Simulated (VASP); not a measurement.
# SiO2 (P4_2/mnm) in VASP: single point with PBE

Aim: the single point of SiO2 with PBE.

All numbers are computed with VASP 6.6.1; they aren't measurements. Logs are shortened: lines on timing, memory, paths and dates and some standing lists are left out, and cuts for length are marked.

## Step 1: The cell of the first run

Symmetry: P4_2/mnm, No. 136, tetragonal system. The conventional cell has a = 4.190 Å, b = 4.190 Å, c = 2.673 Å, α = 90.00°, β = 90.00°, γ = 90.00°. Si (site symmetry mmm) has 6 O at 1.76 to 1.81 Å within 2.3 Å. O (site symmetry m2m) has 3 Si at 1.76 to 1.81 Å and 1 O at 2.30 Å within 2.3 Å.

## Step 2: Single point, PBE

INCAR reads:

```
SYSTEM = SiO2
  PREC = Accurate
  ENCUT = 520
  EDIFF = 1E-7
  ISMEAR = -1
  SIGMA = 0.1
  LREAL = .False.
  LASPH = .True.
  NELM = 80
  ALGO = Normal
  ISIF = 2
  LWAVE = .False.
  LCHARG = .False.
  GGA = PE
  NBANDS = 25
```

KPOINTS reads:

```
regular mesh
0
Gamma
  6 6 9
  0 0 0
```

POSCAR reads:

```
SiO2
1.0
    4.1897980000      0.0000000000      0.0000000000
    0.0000000000      4.1897980000      0.0000000000
    0.0000000000      0.0000000000      2.6734750000
Si O
2 4
Direct
    0.0000000000      0.0000000000      0.0000000000
    0.5000000000      0.5000000000      0.5000000000
    0.3061500000      0.3061500000      0.0000000000
    0.1938500000      0.8061500000      0.5000000000
    0.6938500000      0.6938500000      0.0000000000
    0.8061500000      0.1938500000      0.5000000000
```

Potentials or basis: VASP PAW PBE potentials, release 64 (Si, O).

Command:

```console
$ cat potpaw_PBE.64/Si/POTCAR potpaw_PBE.64/O/POTCAR > POTCAR
$ mpirun -np 1 vasp_std > vasp.out
```

OUTCAR:

```text
SYSTEM = SiO2
   PREC = Accurate
   ENCUT = 520
   EDIFF = 1E-7
   ISMEAR = -1
   LREAL = .False.
   LASPH = .True.
   NELM = 80
   ISIF = 2
   GGA = PE

 ion  position               nearest neighbor table
   1  0.000  0.000  0.000-   4 1.76   6 1.76   4 1.76   6 1.76   5 1.81   3 1.81
   2  0.500  0.500  0.500-   3 1.76   5 1.76   3 1.76   5 1.76   4 1.81   6 1.81
   3  0.306  0.306  0.000-   2 1.76   2 1.76   1 1.81
   4  0.194  0.806  0.500-   1 1.76   1 1.76   2 1.81
   5  0.694  0.694  0.000-   2 1.76   2 1.76   1 1.81
   6  0.806  0.194  0.500-   1 1.76   1 1.76   2 1.81

  LATTYP: Found a simple tetragonal cell.
 ALAT       =     4.1897980000
 C/A-ratio  =     0.6380916216

  Lattice vectors:

 A1 = (   4.1897980000,   0.0000000000,   0.0000000000)
 A2 = (   0.0000000000,   4.1897980000,   0.0000000000)
 A3 = (   0.0000000000,   0.0000000000,   2.6734750000)

Analysis of symmetry for initial positions (statically):
=====================================================================
 Subroutine PRICEL returns:
 Original cell was already a primitive cell.

 Routine SETGRP: Setting up the symmetry group for a
 simple tetragonal supercell.

 Subroutine GETGRP returns: Found 16 space group operations
 (whereof  8 operations were pure point group operations)
 out of a pool of 16 trial point group operations.

The static configuration has the point symmetry D_2h.
 The point group associated with its full space group is D_4h.

Analysis of symmetry for dynamics (positions and initial velocities):
=====================================================================
 Subroutine PRICEL returns:
 Original cell was already a primitive cell.

 Routine SETGRP: Setting up the symmetry group for a
 simple tetragonal supercell.

 Subroutine GETGRP returns: Found 16 space group operations
 (whereof  8 operations were pure point group operations)
 out of a pool of 16 trial point group operations.

The dynamic configuration has the point symmetry D_2h.
 The point group associated with its full space group is D_4h.

 Subroutine INISYM returns: Found 16 space group operations
 (whereof  8 operations are pure point group operations),
 and found     1 'primitive' translations

----------------------------------------------------------------------------------------

                                     Primitive cell

  volume of cell :      46.9313

  direct lattice vectors                    reciprocal lattice vectors
     4.189798000  0.000000000  0.000000000     0.238674991  0.000000000  0.000000000
     0.000000000  4.189798000  0.000000000     0.000000000  0.238674991  0.000000000
     0.000000000  0.000000000  2.673475000     0.000000000  0.000000000  0.374045016

  length of vectors
     4.189798000  4.189798000  2.673475000     0.238674991  0.238674991  0.374045016

  position of ions in fractional coordinates (direct lattice)
     0.000000000  0.000000000  0.000000000
     0.500000000  0.500000000  0.500000000
     0.306150000  0.306150000  0.000000000
     0.193850000  0.806150000  0.500000000
     0.693850000  0.693850000  0.000000000
     0.806150000  0.193850000  0.500000000

  ion indices of the primitive-cell ions
   primitive index   ion index
                 1           1
                 2           2
                 3           3
                 4           4
                 5           5
                 6           6

----------------------------------------------------------------------------------------

 KPOINTS: regular mesh

Automatic generation of k-mesh.
 Grid dimensions read from file:
 generate k-points for:    6    6    9

 Generating k-lattice:

  Cartesian coordinates                     Fractional coordinates (reciprocal lattice)
     0.039779165  0.000000000  0.000000000     0.166666667  0.000000000  0.000000000
     0.000000000  0.039779165  0.000000000     0.000000000  0.166666667  0.000000000
     0.000000000  0.000000000  0.041560557     0.000000000  0.000000000  0.111111111

  Length of vectors
     0.039779165  0.039779165  0.041560557

  Shift w.r.t. Gamma in fractional coordinates (k-lattice)
     0.000000000  0.000000000  0.000000000

 Subroutine IBZKPT returns following result:
 ===========================================

 Found     50 irreducible k-points:

 Following reciprocal coordinates:
            Coordinates               Weight
  0.000000  0.000000  0.000000      1.000000
  0.166667  0.000000  0.000000      4.000000
  0.333333  0.000000  0.000000      4.000000
  0.500000  0.000000  0.000000      2.000000
  0.166667  0.166667  0.000000      4.000000
  0.333333  0.166667  0.000000      8.000000
[... 16 lines left out ...]
  0.333333  0.000000  0.222222      8.000000
  0.500000  0.000000  0.222222      4.000000
 [... further k-points ...]
   k-points           NKPTS =     50   k-points in BZ     NKDIM =     50   number of bands    NBANDS=     25
   number of dos      NEDOS =    301   number of ions     NIONS =      6
   total plane-waves  NPLWV =  20480
   dimension x,y,z NGX =    32 NGY =   32 NGZ =   20
   dimension x,y,z NGXF=    64 NGYF=   64 NGZF=   40
   ions per type =               2   4
   NGX,Y,Z   is equivalent  to a cutoff of  12.70, 12.70, 12.44 a.u.
   NGXF,Y,Z  is equivalent  to a cutoff of  25.39, 25.39, 24.87 a.u.
 SYSTEM =  SiO2
   PREC   = accura    normal or accurate (medium, high low for compatibility)
   ISTART =      0    job   : 0-new  1-cont  2-samecut
   ICHARG =      2    charge: 1-file 2-atom 10-const
   ISPIN  =      1    spin polarized calculation?
   LNONCOLLINEAR =      F non collinear calculations
   LSORBIT =      F    spin-orbit coupling
   LASPH  =      T    aspherical Exc in radial PAW
   ENCUT  =  520.0 eV  38.22 Ry    6.18 a.u.   7.79  7.79  4.97*2*pi/ulx,y,z
   NELM   =     80;   NELMIN=  2; NELMDL= -5     # of ELM steps
   EDIFF  = 0.1E-06   stopping-criterion for ELM
   LREAL  =      F    real-space projection
   EDIFFG = 0.1E-05   stopping-criterion for IOM
   NSW    =      0    number of steps for IOM
   IBRION =     -1    ionic relax: 0-MD 1-quasi-New 2-CG
   NFREE  =      0    steps in history (QN), initial steepest desc. (CG)
   ISIF   =      2    stress and relaxation
   ISYM   =      2    0-nonsym 1-usesym 2-fastsym
   POTIM  = 0.5000    time-step for ionic-motion
   TEBEG  =    0.0;   TEEND  =   0.0 temperature during run
   PSTRESS=    0.0 pullay stress
   NELECT =      32.0000    total number of electrons
   NUPDOWN=      -1.0000    fix difference up-down
   EMIN   =  10.00;   EMAX   =-10.00  energy-range for DOS
   EFERMI =   0.00;   METHOD = LEGACY
   ISMEAR =    -1;   SIGMA  =   0.10  broadening in eV -4-tet -1-fermi 0-gaus
   EFERMI_NEDOS =   21; number of points for ismear=-14 and -15
   IALGO  =     38    algorithm
   IMIX   =      4    mixing-type and parameters
     AMIX     =   0.40;   BMIX     =  1.00
     AMIX_MAG =   1.60;   BMIX_MAG =  1.00
  volume/ion in A,a.u.               =       7.82        52.78
  Fermi-wavevector in a.u.,A,eV,Ry     =   1.440912  2.722928 28.248780  2.076227
  Thomas-Fermi vector in A             =   2.559603
   LORBIT       =      0    0 simple, 1 ext, 2 COOP (PROOUT), +10 PAW based schemes
   GGA     = PE    functional components
   LHFCALC =     F    Hartree Fock is set to
   AEXX    =    0.0000 exact exchange contribution
   IVDW    =     0    specifies the selected vdW correction
   LEPSILON=     F    determine dielectric tensor
   LRPA    =     F    only Hartree local field effects (RPA)
 non-spin polarized calculation
  energy-cutoff  :      520.00
  volume of cell :       46.93
 maximum number of plane-waves:      1277
 NGX is ok and might be reduce to    32
   NGX = 15   NGY = 15   NGZ =  9

 number of electron      31.9999977 magnetization

 Free energy of the ion-electron system (eV)
  ---------------------------------------------------
  ext. energy  EPLUGINS =         0.00000000
  ---------------------------------------------------
  free energy    TOTEN  =       -46.28081893 eV

  energy without entropy =      -46.28081893  energy(sigma->0) =      -46.28081893

 E-fermi :  10.0770     XC(G=0): -12.2302

 val. band max:        8.1338318676   @ k =   0.0000   0.0000   0.0000
 cond. band min:      13.6051446871   @ k =   0.0000   0.0000   0.0000
 fundamental gap:      5.4713128195
 Fermi energy:        10.0769963468

 k-point     1 :       0.0000    0.0000    0.0000
  band No.  band energies     occupation
      1     -14.3680      2.00000
      2     -10.7713      2.00000
      3     -10.7713      2.00000
      4     -10.5485      2.00000
      5      -2.6974      2.00000
      6       1.7392      2.00000
[... 17 lines left out ...]
     24      22.2969      0.00000
     25      23.8671      0.00000

 k-point     2 :       0.1667    0.0000    0.0000
  band No.  band energies     occupation
      1     -14.2239      2.00000
      2     -11.4291      2.00000
      3     -10.6989      2.00000
      4     -10.1945      2.00000
      5      -2.5000      2.00000
      6       0.9973      2.00000
[... 17 lines left out ...]
     24      21.7390      0.00000
     25      23.6748      0.00000

 k-point     3 :       0.3333    0.0000    0.0000
  band No.  band energies     occupation
      1     -13.8030      2.00000
      2     -12.3089      2.00000
      3     -10.5049      2.00000
      4     -10.1041      2.00000
      5      -1.9568      2.00000
      6      -0.1248      2.00000
[... 552 lines left out ...]
 k-point    23 :       0.3333    0.0000    0.2222
  band No.  band energies     occupation
      1     -13.2083      2.00000
      2     -11.8639      2.00000
      3     -10.2851      2.00000
      4     -10.0548      2.00000
      5      -1.5430      2.00000
      6       0.2819      2.00000
[... 17 lines left out ...]
     24      20.9361      0.00000
     25      22.1392      0.00000

 k-point    24 :       0.5000    0.0000    0.2222
  band No.  band energies     occupation
      1     -12.6042      2.00000
      2     -12.6042      2.00000
      3     -10.1343      2.00000
      4     -10.1343      2.00000
      5      -0.6533      2.00000
      6      -0.6533      2.00000
[... 17 lines left out ...]
     24      20.8368      0.00000
     25      22.0520      0.00000

 [... further k-points ...]

------------------------ aborting loop because EDIFF is reached ----------------------------------------

  FORCE on cell =-STRESS in cart. coord.  units (eV):
  Direction    XX          YY          ZZ          XY          YZ          ZX
  --------------------------------------------------------------------------------------
  -------------------------------------------------------------------------------------
  Total        2.3449793      2.3449793      2.7106209      0.0000000      0.0000000      0.0000000
  in kB       80.0547841     80.0547841     92.5373522      0.0000000      0.0000000      0.0000000
  external PRESSURE =      84.2156401 kB  Pullay stress =       0.0000000 kB

 VOLUME and BASIS-vectors are now :
 -----------------------------------------------------------------------------
  energy-cutoff  :      520.00
  volume of cell :       46.93
      direct lattice vectors                 reciprocal lattice vectors
     4.189798000  0.000000000  0.000000000     0.238674991  0.000000000  0.000000000
     0.000000000  4.189798000  0.000000000     0.000000000  0.238674991  0.000000000
     0.000000000  0.000000000  2.673475000     0.000000000  0.000000000  0.374045016

 POSITION                                       TOTAL-FORCE (eV/Angst)
 -----------------------------------------------------------------------------------
      0.00000      0.00000      0.00000        -0.000000      0.000000      0.000000
      2.09490      2.09490      1.33674        -0.000000      0.000000      0.000000
      1.28271      1.28271      0.00000        -0.061121     -0.061121     -0.000000
      0.81219      3.37761      1.33674         0.061121     -0.061121     -0.000000
      2.90709      2.90709      0.00000         0.061121      0.061121      0.000000
      3.37761      0.81219      1.33674        -0.061121      0.061121      0.000000
 -----------------------------------------------------------------------------------
    total drift:                                0.000000      0.000000      0.000000

  FREE ENERGIE OF THE ION-ELECTRON SYSTEM (eV)
  ---------------------------------------------------
  free  energy   TOTEN  =       -46.2808189270 eV

  energy  without entropy=      -46.2808189268  energy(sigma->0) =      -46.28081893
```

It took 71 s on 1 thread of Intel Xeon 8259CL, shared host; peak memory 0.18 GiB.

What came out:

```
Free energy            : -46.2808 eV
Pressure               : 8.4 GPa
Largest force          : 0.086 eV/Å
Band gap on the k mesh : 5.47 eV
```

Forces on the atoms (eV/Å):
```
Si   0.000  0.000  0.000
Si   0.000  0.000  0.000
O   -0.061 -0.061  0.000
O    0.061 -0.061  0.000
O    0.061  0.061  0.000
O   -0.061  0.061  0.000
```

Stress tensor (GPa, compression positive):
```
8.01 0.00 0.00
0.00 8.01 0.00
0.00 0.00 9.25
```

Levels at points of the mesh, in eV from the valence-band top:
```csv
k point,band 12,band 13,band 14,band 15,band 16,band 17,band 18,band 19,band 20,band 21
"(0.00, 0.00, 0.00)",-3.12,-2.52,-0.87,-0.87,0.00,5.47,6.67,8.45,8.45,11.12
"(0.50, 0.00, 0.00)",-3.84,-2.68,-2.68,-1.06,-1.06,7.64,7.64,9.03,9.03,11.00
"(0.50, 0.50, 0.00)",-3.24,-2.65,-2.65,-2.25,-2.25,7.33,7.33,10.00,10.00,13.08
```

Caveat: the cell stands under pressure; an odd mesh through Γ misses points on the zone boundary, where band edges can lie.
